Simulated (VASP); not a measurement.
Wanted: the native input for a VASP 6.6.1 run.

* Task: single point
* Functional: r2SCAN
* Potentials or basis: VASP PAW PBE potentials, release 64 (Te, Br, O, H)
* Cutoff: 520 eV
* k mesh: 5 × 5 × 7
* Occupations: fermi-dirac, width 0.1 eV
* Spin: no spin polarisation
* Dipole correction: no
* Further INCAR settings: ALGO = Normal; EDIFF = 1e-06; NBANDS = 28

TeH4Br2O2:

```
Te Br O H
1.0
     3.88767    4.58402    0.00000
     3.88767   -4.58402    0.00000
     0.50853    0.00000   -3.81122
Te Br O H
1 2 2 4
Direct
  0.00000 0.00000 0.00000
  0.23850 0.23850 0.43840
  0.76150 0.76150 0.56160
  0.23960 0.76040 0.00000
  0.76040 0.23960 0.00000
  0.39900 0.78100 0.86100
  0.21900 0.60100 0.13900
  0.60100 0.21900 0.13900
  0.78100 0.39900 0.86100
```

One way to write it, as run:

POSCAR

```
TeH4Br2O2
1.0
    3.8876650000      4.5840230000      0.0000000000
    3.8876650000     -4.5840230000      0.0000000000
    0.5085270000      0.0000000000     -3.8112160000
Te Br O H
1 2 2 4
Direct
    0.0000000000      0.0000000000      0.0000000000
    0.2385000000      0.2385000000      0.4384000000
    0.7615000000      0.7615000000      0.5616000000
    0.2396000000      0.7604000000      0.0000000000
    0.7604000000      0.2396000000      0.0000000000
    0.3990000000      0.7810000000      0.8610000000
    0.2190000000      0.6010000000      0.1390000000
    0.6010000000      0.2190000000      0.1390000000
    0.7810000000      0.3990000000      0.8610000000
```

INCAR.step1

```
SYSTEM = TeH4Br2O2
PREC = Accurate ; ENCUT = 520
ISMEAR = -1 ; SIGMA = 0.1
LREAL = .False. ; LASPH = .True.
NELM = 80 ; NBANDS = 28
GGA = PE ; ALGO = Normal
EDIFF = 1E-4 ; LWAVE = .True.
LCHARG = .False.
```

INCAR.step2

```
SYSTEM = TeH4Br2O2
PREC = Accurate ; ENCUT = 520
EDIFF = 1E-6 ; ISMEAR = -1
SIGMA = 0.1 ; LREAL = .False.
LASPH = .True. ; NELM = 80
ALGO = Normal ; ISIF = 2
LWAVE = .False. ; LCHARG = .True.
METAGGA = R2SCAN ; LMIXTAU = .True.
LELF = .True. ; LVHAR = .True.
NBANDS = 28 ; ISTART = 1
```

KPOINTS

```
Automatic mesh
0
Gamma
  5 5 7
  0 0 0
```

Potentials or basis: VASP PAW PBE potentials, release 64 (Te, Br, O, H).

Command:

```console
$ cat potpaw_PBE.64/Te/POTCAR potpaw_PBE.64/Br/POTCAR potpaw_PBE.64/O/POTCAR potpaw_PBE.64/H/POTCAR > POTCAR
$ cp INCAR.step1 INCAR
$ mpirun -np 1 vasp_std > vasp.out
$ cp INCAR.step2 INCAR
$ mpirun -np 1 vasp_std > vasp.out
```

Results of the run:

- Pressure: 10.7 GPa
- Largest force: 3.728 eV/Å
- Band gap on the k mesh: zero (band 18 reaches 5.08 eV, above the bottom of band 19 at 4.14 eV)

Caveat: the PAW data sets were made with another functional, which shifts forces and pressure a little; spin-orbit coupling is left out, which moves the levels of the heavy elements.

Run time: 6.1 min on 1 thread of Intel(R) Xeon(R) Platinum 8375C CPU @ 2.90GHz (Ice Lake), on a shared host, peak memory 0.41 GiB.
